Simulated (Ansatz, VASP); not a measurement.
# Fe in VASP and in Ansatz

INCAR

```
SYSTEM = Fe
  PREC = Accurate
  ENCUT = 600
  EDIFF = 1E-7
  ISMEAR = 0
  SIGMA = 0.1
  LREAL = .FALSE.
  LASPH = .TRUE.
  NELM = 120
  ALGO = Normal
  ISIF = 3
  LWAVE = .FALSE.
  LCHARG = .FALSE.
  GGA = PS
  IBRION = 2
  NSW = 90
  EDIFFG = -0.04
  GGA_COMPAT = .FALSE.
  NELMIN = 4
```

File KPOINTS:

```
regular mesh
0
G
  6 6 6
  0 0 0
```

Contents of POSCAR:

```
Fe
1.0
    0.0000000000      2.3755431895      2.3755431895
    2.3755431895      0.0000000000      2.3755431895
    2.3755431895      2.3755431895      0.0000000000
Fe
2
Direct
    0.5000000000      0.5000000000      0.5000000000
    0.7500000000      0.7500000000      0.7500000000
```

Input for Ansatz:

```yaml
crystal:
  lattice:
    - [0.0, 2.3755431895, 2.3755431895]
    - [2.3755431895, 0.0, 2.3755431895]
    - [2.3755431895, 2.3755431895, 0.0]
  atoms:
    - { symbol: Fe, position: [0.5, 0.5, 0.5] }
    - { symbol: Fe, position: [0.75, 0.75, 0.75] }
basis:
  ecutwfc: 420
kpoints:
  mp_grid: { grid: [6, 6, 6] }
hamiltonian:
  xc: pbesol
scf:
  occupations: { method: gaussian, width: 0.1 }
  lower_state_search: "off"
output:
  forces: true
  stress: true
  eigenvalues: true
relax:
  adjacent_minimum: "off"
  f_tol: 0.04
  max_steps: 70
  cell: { stress_tol: 0.4 }
```

Alike in both runs: task relaxation of cell and atoms; functional PBEsol; k mesh 6 × 6 × 6; occupations gaussian, width 0.1 eV; no spin polarisation.

```csv
,VASP,Ansatz
version,VASP 6.6.1,Ansatz 0.2.0
potentials or method,"VASP PAW PBE potentials, release 64 (Fe), cutoff 600 eV","scalar-relativistic, plane waves, PAW"
valence electrons in the cell,16,32
```

|  | VASP | Ansatz | Ansatz less VASP |
| --- | --- | --- | --- |
| gap on the k mesh at the Fermi level, each at its own relaxed structure (eV) | none | none | - |
| relaxed volume (Å³/atom) | 13.72 | 13.85 | +0.137 |
| relaxed cell length with the largest relative difference (Å) | 3.385 | 3.397 | +0.0112 |

VASP's potentials were made for PBE, not for PBEsol. A gap of «none» marks a metal or a gap that the smearing closes. VASP's potentials hold 16 valence electrons a cell and Ansatz's 32, so a difference there can come from the potentials and not from the codes.

The k mesh is coarse, so the values compare programs but aren't converged.
